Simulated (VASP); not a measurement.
# Si in VASP: notebook, part 2 of 2

VASP 6.6.1. The steps go on from the part before.

## (3) Vibrations by perturbation theory, PBE

This run uses another cell than the first one, of 20.46 Å³/atom.

The input, INCAR:

```
SYSTEM = Si
  PREC = Accurate
  ENCUT = 520
  EDIFF = 1E-8
  ISMEAR = 0
  SIGMA = 0.01
  LREAL = .FALSE.
  LASPH = .TRUE.
  NELM = 80
  ALGO = Normal
  ISIF = 2
  LWAVE = .FALSE.
  LCHARG = .FALSE.
  GGA = PE
  IBRION = 8
  NSW = 1
  LEPSILON = .TRUE.
```

The input, KPOINTS:

```
regular mesh
0
G
  10 10 10
  0 0 0
```

The input, POSCAR:

```
Si
1.0
    0.0136755430      2.7419463812      2.7419463812
    2.7419463812      0.0136755430      2.7419463812
    2.7419463812      2.7419463812      0.0136755430
Si
2
Direct
    0.0003127531      0.0003127531      0.0003127531
    0.2496872469      0.2496872469      0.2496872469
```

Potentials or basis: VASP PAW PBE potentials, release 64 (Si).

The run is started by

```sh
> cat potpaw_PBE.64/Si/POTCAR > POTCAR
> mpirun -np 1 vasp_std > vasp.out
```

OUTCAR:

```text
SYSTEM = Si
   PREC = Accurate
   ENCUT = 520
   EDIFF = 1E-8
   ISMEAR = 0
   LREAL = .FALSE.
   LASPH = .TRUE.
   NELM = 80
   ISIF = 2
   GGA = PE
   IBRION = 8
   NSW = 1
   LEPSILON = .TRUE.

 ion  position               nearest neighbor table
   1  0.000  0.000  0.000-   2 2.37   2 2.37   2 2.37   2 2.37
   2  0.250  0.250  0.250-   1 2.37   1 2.37   1 2.37   1 2.37

  LATTYP: Found a trigonal (rhomboedric) cell.
 ALAT       =     3.8777218744
 COS(alpha) =     0.5049812503

  Lattice vectors:

 A1 = (   0.0136755430,   2.7419463812,   2.7419463812)
 A2 = (   2.7419463812,   0.0136755430,   2.7419463812)
 A3 = (   2.7419463812,   2.7419463812,   0.0136755430)

Analysis of symmetry for initial positions (statically):
=====================================================================
 Subroutine PRICEL returns:
 Original cell was already a primitive cell.

 Routine SETGRP: Setting up the symmetry group for a
 trigonal (rhombohedral) supercell.

 Subroutine GETGRP returns: Found 12 space group operations
 (whereof  6 operations were pure point group operations)
 out of a pool of 12 trial point group operations.

The static configuration has the point symmetry C_3v.
 The point group associated with its full space group is D_3d.

Analysis of symmetry for dynamics (positions and initial velocities):
=====================================================================
 Subroutine PRICEL returns:
 Original cell was already a primitive cell.

 Routine SETGRP: Setting up the symmetry group for a
 trigonal (rhombohedral) supercell.

 Subroutine GETGRP returns: Found 12 space group operations
 (whereof  6 operations were pure point group operations)
 out of a pool of 12 trial point group operations.

The dynamic configuration has the point symmetry C_3v.
 The point group associated with its full space group is D_3d.

 Subroutine INISYM returns: Found 12 space group operations
 (whereof  6 operations are pure point group operations),
 and found     1 'primitive' translations

----------------------------------------------------------------------------------------

                                     Primitive cell

  volume of cell :      40.9209

  direct lattice vectors                    reciprocal lattice vectors
     0.013675543  2.741946381  2.741946381    -0.183722149  0.182810376  0.182810376
     2.741946381  0.013675543  2.741946381     0.182810376 -0.183722149  0.182810376
     2.741946381  2.741946381  0.013675543     0.182810376  0.182810376 -0.183722149

  length of vectors
     3.877721874  3.877721874  3.877721874     0.317164146  0.317164146  0.317164146

[... 462 lines left out ...]
--------------------------------------- Ionic step        4  -------------------------------------------

 Free energy of the ion-electron system (eV)
  ---------------------------------------------------
  ---------------------------------------------------
  free energy    TOTEN  =        -0.01736115 eV

  energy without entropy =       -0.01736115

------------------------ aborting loop because EDIFF is reached ----------------------------------------

 INTERNAL STRAIN TENSOR  FOR ION    1  DIRECTION 1   (eV/Angst):
 -----------------------------------------------------------------------------
    -0.21555  0.04220  0.04220
    -0.31991 -0.09525  8.73521
    -0.31991  8.73521 -0.09525

 MACROSCOPIC STATIC DIELECTRIC TENSOR (including local field effects in DFT)
 ------------------------------------------------------
          13.390487     0.040809     0.040809
           0.040809    13.390487     0.040809
           0.040809     0.040809    13.390487
 ------------------------------------------------------

 PIEZOELECTRIC TENSOR (including local field effects)  for field in x, y, z        (e  Angst)
          XX          YY          ZZ          XY          YZ          ZX
  --------------------------------------------------------------------------------
  x     0.00000    -0.00000    -0.00000     0.00000     0.00000     0.00000
  y    -0.00000    -0.00000    -0.00000     0.00000     0.00000    -0.00000
  z     0.00000     0.00000    -0.00000    -0.00000    -0.00000     0.00000

 PIEZOELECTRIC TENSOR (including local field effects)  for field in x, y, z        (C/m^2)
          XX          YY          ZZ          XY          YZ          ZX
  --------------------------------------------------------------------------------
  x     0.00000    -0.00000    -0.00000     0.00000     0.00000     0.00000
  y    -0.00000    -0.00000    -0.00000     0.00000     0.00000    -0.00000
  z     0.00000     0.00000    -0.00000    -0.00000    -0.00000     0.00000

 BORN EFFECTIVE CHARGES (including local field effects) (in |e|, cummulative output)
 ---------------------------------------------------------------------------------
 ion    1
    1     0.00000    -0.00000     0.00000
    2     0.00000     0.00000     0.00000
    3    -0.00000    -0.00000     0.00000
 ion    2
    1    -0.00000     0.00000    -0.00000
    2     0.00000     0.00000     0.00000
    3     0.00000     0.00000     0.00000

 INTERNAL STRAIN TENSOR FOR ION    2 for displacements in x,y,z  (eV/Angst):
          X           Y           Z          XY          YZ          ZX
  --------------------------------------------------------------------------------
  x     0.21555     0.09525     0.09525     0.31991    -8.73521    -0.04220
  y     0.09525     0.21555     0.09525    -0.04220     0.31991    -8.73521
  z     0.09525     0.09525     0.21555    -8.73521    -0.04220     0.31991

 SECOND DERIVATIVES (NOT SYMMETRIZED)
 ------------------------------------
               1X          1Y          1Z          2X          2Y          2Z
  1X   -13.023884    0.050454    0.050454   13.023884   -0.050454   -0.050454
  1Y     0.050454  -13.023884    0.050454   -0.050454   13.023884   -0.050454
  1Z     0.050454    0.050454  -13.023884   -0.050454   -0.050454   13.023884
  2X    13.023884   -0.050454   -0.050454  -13.023884    0.050454    0.050454
  2Y    -0.050454   13.023884   -0.050454    0.050454  -13.023884    0.050454
  2Z    -0.050454   -0.050454   13.023884    0.050454    0.050454  -13.023884

 Eigenvectors and eigenvalues of the dynamical matrix
 ----------------------------------------------------

   1 f  =   15.084759 THz    94.780336 2PiTHz  503.173400 cm-1    62.385522 meV
             X         Y         Z           dx          dy          dz
      0.001719  0.001719  0.001719     0.500000   -0.500000   -0.000000
      1.372673  1.372673  1.372673    -0.500000    0.500000   -0.000000
[... 11 lines left out ...]
   4 f  =    0.000000 THz     0.000001 2PiTHz    0.000003 cm-1     0.000000 meV
             X         Y         Z           dx          dy          dz
      0.001719  0.001719  0.001719     0.301884   -0.592168    0.241252
      1.372673  1.372673  1.372673     0.301884   -0.592168    0.241252

   5 f/i=    0.000000 THz     0.000001 2PiTHz    0.000005 cm-1     0.000001 meV
             X         Y         Z           dx          dy          dz
      0.001719  0.001719  0.001719     0.638755    0.267057   -0.143782
      1.372673  1.372673  1.372673     0.638755    0.267057   -0.143782

   6 f/i=    0.000000 THz     0.000002 2PiTHz    0.000011 cm-1     0.000001 meV
             X         Y         Z           dx          dy          dz
      0.001719  0.001719  0.001719    -0.029295   -0.279316   -0.648941
      1.372673  1.372673  1.372673    -0.029295   -0.279316   -0.648941

--------------------------------------------------------------------------------------------------------

 MACROSCOPIC STATIC DIELECTRIC TENSOR IONIC CONTRIBUTION
 ------------------------------------------------------
           0.000000     0.000000    -0.000000
           0.000000     0.000000     0.000000
          -0.000000     0.000000     0.000000
 ------------------------------------------------------

 ELASTIC MODULI CONTR FROM IONIC RELAXATION (kBar)
 Direction    XX          YY          ZZ          XY          YZ          ZX
 --------------------------------------------------------------------------------
 XX          -0.1954     -0.1521     -0.1521      2.3373      5.5995      2.4677
 YY          -0.1521     -0.1954     -0.1521      2.4677      2.3373      5.5995
 ZZ          -0.1521     -0.1521     -0.1954      5.5995      2.4677      2.3373
 XY           2.3373      2.4677      5.5995   -229.6509      6.4688      6.4688
 YZ           5.5995      2.3373      2.4677      6.4688   -229.6509      6.4688
 ZX           2.4677      5.5995      2.3373      6.4688      6.4688   -229.6509
 --------------------------------------------------------------------------------

 PIEZOELECTRIC TENSOR IONIC CONTR  for field in x, y, z        (C/m^2)
          XX          YY          ZZ          XY          YZ          ZX
  --------------------------------------------------------------------------------
  x    -0.00000    -0.00000    -0.00000     0.00000     0.00000    -0.00000
  y     0.00000     0.00000     0.00000     0.00000     0.00000     0.00000
  z     0.00000     0.00000     0.00000     0.00000    -0.00000    -0.00000
```

OSZICAR:

```text
N       E                     dE             d eps       ncg     rms          rms(c)
DAV:   1     0.681056030867E+01    0.68106E+01   -0.32944E+03  1864   0.774E+02
DAV:   2    -0.107852736206E+02   -0.17596E+02   -0.16922E+02  2856   0.812E+01
DAV:   3    -0.110154237384E+02   -0.23015E+00   -0.23015E+00  2376   0.118E+01
DAV:   4    -0.110164252771E+02   -0.10015E-02   -0.10015E-02  3048   0.875E-01
[... 147 lines left out ...]
RMM:   8    -0.173612435621E-01   -0.17595E-06   -0.84887E-08  7843   0.140E-04    0.431E-05
RMM:   9    -0.173611241129E-01    0.11945E-06    0.18444E-08  7482   0.862E-05    0.715E-06
RMM:  10    -0.173611622847E-01   -0.38172E-07    0.25343E-08  7943   0.174E-05    0.545E-06
RMM:  11    -0.173611420834E-01    0.20201E-07    0.93900E-09  7746   0.886E-06    0.829E-07
RMM:  12    -0.173611485462E-01   -0.64628E-08    0.22248E-09  6939   0.341E-06    0.380E-07
 Linear response finished
```

Wall time 5 min (1 thread of Intel Xeon 6975P-C (Granite Rapids), shared host); peak memory 0.35 GiB.

What came out:

- Electronic dielectric tensor (diagonal): 13.39
- Born charges (mean of the diagonal): Si +0.00 e
- Highest phonon frequency at Γ: 503 cm⁻¹

Phonon frequencies in cm⁻¹ (negative: imaginary):
```tsv
q point	frequencies
(0.000, 0.000, 0.000)	0 0 0 500 503 503
```

Electronic dielectric tensor:
```
13.39  0.04  0.04
 0.04 13.39  0.04
 0.04  0.04 13.39
```

Born effective charge tensors (e):
atom 1, Si
```
0.00 0.00 0.00
0.00 0.00 0.00
0.00 0.00 0.00
```
atom 2, Si
```
0.00 0.00 0.00
0.00 0.00 0.00
0.00 0.00 0.00
```
